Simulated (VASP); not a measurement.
A run of VASP 6.6.1 is set up as follows.

Contents of INCAR:

```
SYSTEM = LiF
  PREC = Accurate
  ENCUT = 750
  EDIFF = 1E-6
  ISMEAR = 0
  SIGMA = 0.02
  LREAL = .False.
  LASPH = .True.
  NELM = 120
  ALGO = Normal
  ISIF = 2
  LWAVE = .False.
  LCHARG = .False.
  GGA = PE
  NBANDS = 12
  GGA_COMPAT = .False.
```

Contents of KPOINTS:

```
Automatic mesh
0
Gamma
  10 10 10
  0 0 0
```

Contents of POSCAR:

```
LiF
1.0
    0.0000000000      2.0531308540      2.0531308540
    2.0531308540      0.0000000000      2.0531308540
    2.0531308540      2.0531308540      0.0000000000
Li F
1 1
Direct
    0.0000000000      0.0000000000      0.0000000000
    0.5000000000      0.5000000000      0.5000000000
```

Potentials or basis: VASP PAW PBE potentials, release 64 (Li_sv, F).

Run with:

```console
$ cat potpaw_PBE.64/Li_sv/POTCAR potpaw_PBE.64/F/POTCAR > POTCAR
$ mpirun -np 1 vasp_std > vasp.out
```

(1) Predict the band gap on the k mesh.

(2) Predict the pressure.

## Answers

(1) 8.58 eV.

(2) -2.4 GPa.
